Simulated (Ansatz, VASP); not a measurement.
Two plane-wave programs on F

Contents of INCAR:

```
SYSTEM = F
PREC = Accurate
ENCUT = 520
EDIFF = 1E-6
ISMEAR = 0
SIGMA = 0.02
LREAL = .False.
LASPH = .True.
NELM = 60
ALGO = Normal
ISIF = 2
LWAVE = .False.
LCHARG = .False.
GGA = PE
NBANDS = 22
```

KPOINTS

```
Automatic mesh
0
Gamma
  10 10 4
  0 0 0
```

Contents of POSCAR:

```
F
1.0
    2.7789575000     -1.7268872000     -0.1100000000
    2.7789575000      1.7268872000     -0.1100000000
   -1.8369849853      0.0000000000      7.3821025636
F
4
Direct
    0.0472850647      0.0472850647      0.0980971502
    0.9527149353      0.9527149353      0.9019028498
    0.4919668043      0.4919668043      0.5918529458
    0.5080331957      0.5080331957      0.4081470542
```

Input for Ansatz:

```yaml
crystal:
  lattice:
    - [2.7789575, -1.7268872, -0.11]
    - [2.7789575, 1.7268872, -0.11]
    - [-1.8369849853, 0.0, 7.3821025636]
  atoms:
    - { symbol: F, position: [0.0472850647, 0.0472850647, 0.0980971502] }
    - { symbol: F, position: [0.9527149353, 0.9527149353, 0.9019028498] }
    - { symbol: F, position: [0.4919668043, 0.4919668043, 0.5918529458] }
    - { symbol: F, position: [0.5080331957, 0.5080331957, 0.4081470542] }
basis:
  ecutwfc: 420
kpoints:
  mp_grid: { grid: [10, 10, 4] }
hamiltonian:
  xc: pbe
scf:
  occupations: { method: gaussian, width: 0.02 }
output:
  forces: true
  stress: true
  eigenvalues: true
  populations: true
```

Alike in both runs: task single point; functional PBE; k mesh 10 × 10 × 4; occupations gaussian, width 0.02 eV; no spin polarisation.

```csv
,VASP,Ansatz
version,VASP 6.6.1,Ansatz 0.2.0
potentials or method,"VASP PAW PBE potentials, release 64 (F), cutoff 520 eV","scalar-relativistic, plane waves, PAW"
valence electrons in the cell,28,28
```

```tsv
	VASP	Ansatz	Ansatz less VASP
gap on the k mesh at the Fermi level (eV)	2.59	2.66	+0.063
least direct gap on the mesh (eV)	2.59	2.66	+0.063
pressure (GPa)	-0.5	-0.8	-0.27
traceless stress, the component that is largest in VASP (GPa)	-0.80	-2.24	-1.441
rms of the force components (eV/Å)	0.141	0.306	+0.1653
```

Atom by atom the forces differ by 0.201 eV/Å (rms over components). The functional is the same, so the differences come from potentials, cutoffs and numerics.
